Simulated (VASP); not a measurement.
# CaPtS3 (P4mm) in VASP: notebook, part 3 of 3

VASP 6.6.1. Earlier steps stand in the parts before.

## 4. Single point, PBE

This run uses another cell than the first one, of the same volume but with other edges.

File INCAR:

```
SYSTEM = CaPtS3
ALGO = Normal ; EDIFF = 1E-6
ENCUT = 520 ; GGA = PE
ISIF = 2 ; ISMEAR = 0
LASPH = .TRUE. ; LCHARG = .FALSE.
LREAL = .FALSE. ; LWAVE = .FALSE.
NBANDS = 27 ; NELM = 60
PREC = Accurate ; SIGMA = 0.1
```

File KPOINTS:

```
k-points
0
G
  8 8 8
  0 0 0
```

File POSCAR:

```
CaPtS3
1.0
    4.4479375794      0.0000000000      0.0000000000
    0.0000000000      4.4479375794      0.0000000000
    0.0000000000      0.0000000000      5.7037288206
Ca Pt S
1 1 3
Direct
    0.5000000000      0.5000000000      0.3872698443
    0.0000000000      0.0000000000      0.9324586949
    0.0000000000      0.5000000000      0.0637334095
    0.5000000000      0.0000000000      0.0637334095
    0.0000000000      0.0000000000      0.5217711817
```

Potentials or basis: VASP PAW PBE potentials, release 64 (Ca_sv, Pt, S).

Started as:

```console
$ cat potpaw_PBE.64/Ca_sv/POTCAR potpaw_PBE.64/Pt/POTCAR potpaw_PBE.64/S/POTCAR > POTCAR
$ mpirun -np 1 vasp_std > vasp.out
```

OUTCAR:

```text
SYSTEM = CaPtS3
   EDIFF = 1E-6
   ENCUT = 520
   GGA = PE
   ISIF = 2
   ISMEAR = 0
   LASPH = .TRUE.
   LREAL = .FALSE.
   NELM = 60
   PREC = Accurate

 ion  position               nearest neighbor table
   1  0.500  0.500  0.387-   3 2.89   4 2.89   4 2.89   3 2.89
   2  0.000  0.000  0.932-   5 2.34   4 2.35   3 2.35   3 2.35   4 2.35
   3  0.000  0.500  0.064-   2 2.35   2 2.35   1 2.89   1 2.89
   4  0.500  0.000  0.064-   2 2.35   2 2.35   1 2.89   1 2.89
   5  0.000  0.000  0.522-   2 2.34

  LATTYP: Found a simple tetragonal cell.
 ALAT       =     4.4479375794
 C/A-ratio  =     1.2823311296

  Lattice vectors:

 A1 = (   4.4479375794,   0.0000000000,   0.0000000000)
 A2 = (   0.0000000000,   4.4479375794,   0.0000000000)
 A3 = (   0.0000000000,   0.0000000000,   5.7037288206)

Analysis of symmetry for initial positions (statically):
=====================================================================
 Subroutine PRICEL returns:
 Original cell was already a primitive cell.

[... 170 lines left out ...]
  ext. energy  EPLUGINS =         0.00000000
  ---------------------------------------------------
  free energy    TOTEN  =       -23.68672886 eV

  energy without entropy =      -23.67564127  energy(sigma->0) =      -23.68118506

 E-fermi :   4.2866     XC(G=0):  -9.4401

 val. band max:        4.2810158445   @ k =   0.3750   0.3750   0.2500
 cond. band min:       4.2943705142   @ k =   0.2500   0.2500   0.0000
 fundamental gap:      0.0133546697
 Fermi energy:         4.2865580662

 k-point     1 :       0.0000    0.0000    0.0000
  band No.  band energies     occupation
      1     -36.3327      2.00000
      2     -17.3695      2.00000
      3     -17.3127      2.00000
      4     -17.3127      2.00000
      5      -9.7154      2.00000
      6      -7.8687      2.00000
[... 709 lines left out ...]
     26       9.3714      0.00000
     27      10.3894      0.00000

 [... further k-points ...]
[... 5 lines left out ...]
  --------------------------------------------------------------------------------------
  -------------------------------------------------------------------------------------
  Total       -0.0303894     -0.0303894     -0.1034913      0.0000000      0.0000000      0.0000000
  in kB       -0.4314763     -0.4314763     -1.4693935      0.0000000      0.0000000      0.0000000
  external PRESSURE =      -0.7774487 kB  Pullay stress =       0.0000000 kB

 VOLUME and BASIS-vectors are now :
 -----------------------------------------------------------------------------
  energy-cutoff  :      520.00
  volume of cell :      112.84
      direct lattice vectors                 reciprocal lattice vectors
     4.447937579  0.000000000  0.000000000     0.224823299  0.000000000  0.000000000
     0.000000000  4.447937579  0.000000000     0.000000000  0.224823299  0.000000000
     0.000000000  0.000000000  5.703728821     0.000000000  0.000000000  0.175323903

 POSITION                                       TOTAL-FORCE (eV/Angst)
 -----------------------------------------------------------------------------------
      2.22397      2.22397      2.20888        -0.000000      0.000000      0.018365
      0.00000      0.00000      5.31849         0.000000      0.000000     -0.003503
      0.00000      2.22397      0.36352         0.000000      0.000000     -0.020220
      2.22397      0.00000      0.36352         0.000000      0.000000     -0.020220
      0.00000      0.00000      2.97604         0.000000     -0.000000      0.025578
 -----------------------------------------------------------------------------------
    total drift:                                0.000000     -0.000000     -0.000353

  FREE ENERGIE OF THE ION-ELECTRON SYSTEM (eV)
  ---------------------------------------------------
  free  energy   TOTEN  =       -23.6867288574 eV

  energy  without entropy=      -23.6756412698  energy(sigma->0) =      -23.68118506
```

Run time: 88 s. Hardware: 1 thread of Intel Xeon 6975P-C (Granite Rapids), shared host; peak memory 0.38 GiB.

Results:

- Free energy: -23.6867 eV
- Pressure: -0.1 GPa
- Largest force: 0.026 eV/Å
- Band gap on the k mesh: zero (band 19 reaches 4.80 eV, above the bottom of band 20 at 3.90 eV)

Forces on the atoms (eV/Å):
```
Ca   0.000  0.000  0.018
Pt   0.000  0.000 -0.004
S    0.000  0.000 -0.020
S    0.000  0.000 -0.020
S    0.000  0.000  0.026
```

Stress tensor (GPa, compression positive):
```
-0.04  0.00  0.00
 0.00 -0.04  0.00
 0.00  0.00 -0.15
```

Levels at points of the mesh, in eV from the Fermi level:
```
           k point  band 16  band 17  band 18  band 19  band 20  band 21  band 22  band 23
(0.00, 0.00, 0.00)    -1.20    -1.20     0.51     0.51     0.51     0.51     2.52     2.96
(0.50, 0.00, 0.00)    -2.42    -1.05    -0.92    -0.62     0.15     1.28     3.94     4.19
(0.50, 0.50, 0.00)    -2.30    -1.35    -1.13    -1.13     0.46     3.54     4.29     4.54
(0.00, 0.00, 0.50)    -1.09    -1.09     0.15     0.15     0.40     0.57     3.43     4.00
(0.50, 0.00, 0.50)    -1.97    -0.89    -0.62    -0.51     0.62     0.80     3.75     3.90
(0.50, 0.50, 0.50)    -1.38    -1.00    -1.00     0.38     0.48     3.42     3.52     4.13
```

Caveat: spin-orbit coupling is left out, which moves the levels of the heavy elements.

## 5. Single point, PBE, collinear spin, ferromagnetic start

File INCAR:

```
SYSTEM = CaPtS3
ALGO = Normal
EDIFF = 1E-7
ENCUT = 520
GGA = PE
ISIF = 2
ISMEAR = 0
ISPIN = 2
LASPH = .TRUE.
LCHARG = .FALSE.
LMAXMIX = 4
LORBIT = 11
LREAL = .FALSE.
LWAVE = .FALSE.
MAGMOM = 0 1 0 0 0
NBANDS = 31
NELM = 150
PREC = Accurate
SIGMA = 0.1
```

File KPOINTS:

```
k-points
0
G
  4 4 4
  0 0 0
```

File POSCAR:

```
CaPtS3
1.0
    4.3906987051      0.0000000000      0.0000000000
    0.0000000000      4.3906987051      0.0000000000
    0.0000000000      0.0000000000      5.8515456076
Ca Pt S
1 1 3
Direct
    0.5000000000      0.5000000000      0.3843452795
    0.0000000000      0.0000000000      0.9247959419
    0.0000000000      0.5000000000      0.0675883110
    0.5000000000      0.0000000000      0.0675883110
    0.0000000000      0.0000000000      0.5246486965
```

Potentials or basis: VASP PAW PBE potentials, release 64 (Ca_sv, Pt, S).

Started as:

```console
$ cat potpaw_PBE.64/Ca_sv/POTCAR potpaw_PBE.64/Pt/POTCAR potpaw_PBE.64/S/POTCAR > POTCAR
$ mpirun -np 1 vasp_std > vasp.out
```

OUTCAR:

```text
SYSTEM = CaPtS3
   EDIFF = 1E-7
   ENCUT = 520
   GGA = PE
   ISIF = 2
   ISMEAR = 0
   ISPIN = 2
   LASPH = .TRUE.
   LORBIT = 11
   LREAL = .FALSE.
   NELM = 150
   PREC = Accurate

 ion  position               nearest neighbor table
   1  0.500  0.500  0.384-   3 2.87   4 2.87   4 2.87   3 2.87
   2  0.000  0.000  0.925-   5 2.34   4 2.35   3 2.35   3 2.35   4 2.35
   3  0.000  0.500  0.068-   2 2.35   2 2.35   1 2.87   1 2.87
   4  0.500  0.000  0.068-   2 2.35   2 2.35   1 2.87   1 2.87
   5  0.000  0.000  0.525-   2 2.34

  LATTYP: Found a simple tetragonal cell.
 ALAT       =     4.3906987051
 C/A-ratio  =     1.3327139940

  Lattice vectors:

 A1 = (   4.3906987051,   0.0000000000,   0.0000000000)
 A2 = (   0.0000000000,   4.3906987051,   0.0000000000)
 A3 = (   0.0000000000,   0.0000000000,   5.8515456076)

Analysis of symmetry for initial positions (statically):
=====================================================================
 Subroutine PRICEL returns:
 Original cell was already a primitive cell.

 Routine SETGRP: Setting up the symmetry group for a
[... 1425 lines left out ...]
  -------------------------------------------------------------------------------------
  Total       -0.0764941     -0.0764941     -0.1090894      0.0000000      0.0000000      0.0000000
  in kB       -1.0864279     -1.0864279     -1.5493707      0.0000000      0.0000000      0.0000000
  external PRESSURE =      -1.2407422 kB  Pullay stress =       0.0000000 kB

 VOLUME and BASIS-vectors are now :
 -----------------------------------------------------------------------------
  energy-cutoff  :      520.00
  volume of cell :      112.81
      direct lattice vectors                 reciprocal lattice vectors
     4.390698705  0.000000000  0.000000000     0.227754184  0.000000000  0.000000000
     0.000000000  4.390698705  0.000000000     0.000000000  0.227754184  0.000000000
     0.000000000  0.000000000  5.851545608     0.000000000  0.000000000  0.170895019

 POSITION                                       TOTAL-FORCE (eV/Angst)
 -----------------------------------------------------------------------------------
      2.19535      2.19535      2.24901        -0.000000      0.000000      0.039344
      0.00000      0.00000      5.41149         0.000000     -0.000000     -0.017077
      0.00000      2.19535      0.39550        -0.000000     -0.000000     -0.019569
      2.19535      0.00000      0.39550        -0.000000     -0.000000     -0.019569
      0.00000      0.00000      3.07001        -0.000000     -0.000000      0.016871
 -----------------------------------------------------------------------------------
    total drift:                                0.000000      0.000000     -0.000102

  FREE ENERGIE OF THE ION-ELECTRON SYSTEM (eV)
  ---------------------------------------------------
  free  energy   TOTEN  =       -23.6578452886 eV

  energy  without entropy=      -23.6492766301  energy(sigma->0) =      -23.65356096

 total charge

# of ion       s       p       d       tot
------------------------------------------
    1        2.024   5.838   0.224   8.086
    2        0.678   0.662   8.030   9.369
    3        1.357   2.309   0.000   3.666
    4        1.357   2.309   0.000   3.666
    5        1.345   2.307   0.000   3.652
--------------------------------------------------
tot          6.760  13.425   8.253  28.438

 magnetization (x)

# of ion       s       p       d       tot
------------------------------------------
    1       -0.000   0.000   0.000   0.000
    2       -0.000  -0.000  -0.000  -0.000
    3        0.000   0.000   0.000   0.000
    4        0.000   0.000   0.000   0.000
    5       -0.000  -0.000   0.000  -0.000
--------------------------------------------------
tot         -0.000  -0.000  -0.000  -0.000
```

stdout:

```text
POSCAR found type information on POSCAR CaPtS
 POSCAR found :  3 types and       5 ions
 scaLAPACK will be used
 LDA part: xc-table for (Slater+PW92), standard interpolation
 POSCAR, INCAR and KPOINTS ok, starting setup
 FFT: planning ... GRIDC
 FFT: planning ... GRID_SOFT
 FFT: planning ... GRID
 WAVECAR not read
 entering main loop
```

It took 60 s on 1 thread of Intel Xeon 6975P-C (Granite Rapids), shared host; peak memory 0.34 GiB.

What came out:

* Free energy: -23.6578 eV
* Pressure: -0.1 GPa
* Largest force: 0.039 eV/Å
* Band gap on the k mesh: zero (filled and empty bands overlap)
* Net moment: 0.00 μB per cell
* Valence electrons inside the program's atomic spheres: Ca 8.09; Pt 9.37; S 3.67, 3.65

Forces in eV/Å, atoms in the order of the input:
```
Ca   0.000  0.000  0.039
Pt   0.000  0.000 -0.017
S    0.000  0.000 -0.020
S    0.000  0.000 -0.020
S    0.000  0.000  0.017
```

Caveat: spin-orbit coupling is left out, which moves the levels of the heavy elements.

## 6. The runs side by side

```csv
spin,cell,k mesh,gap on the mesh (eV),pressure (GPa),largest force (eV/Å)
off,"a = 4.391, b = 4.391, c = 5.852 Å, 5 atoms",4 × 4 × 4,none,-0.1,0.04
off,"a = 4.443, b = 4.443, c = 5.720 Å, 5 atoms",8 × 8 × 6,none,-0.1,0.03
off,"a = 4.448, b = 4.448, c = 5.704 Å, 5 atoms",8 × 8 × 8,none,-0.1,0.03
"collinear, ferromagnetic start","a = 4.391, b = 4.391, c = 5.852 Å, 5 atoms",4 × 4 × 4,none,-0.1,0.04
```

Alike in all rows: task single point; level PBE; potentials or basis VASP PAW PBE potentials, release 64 (Ca_sv, Pt, S); cutoff (eV) 520; smearing gaussian 0.1 eV.

Caveats: spin-orbit coupling is left out, which moves the levels of the heavy elements.

Absolute energies hang on the potentials; compare differences alone.
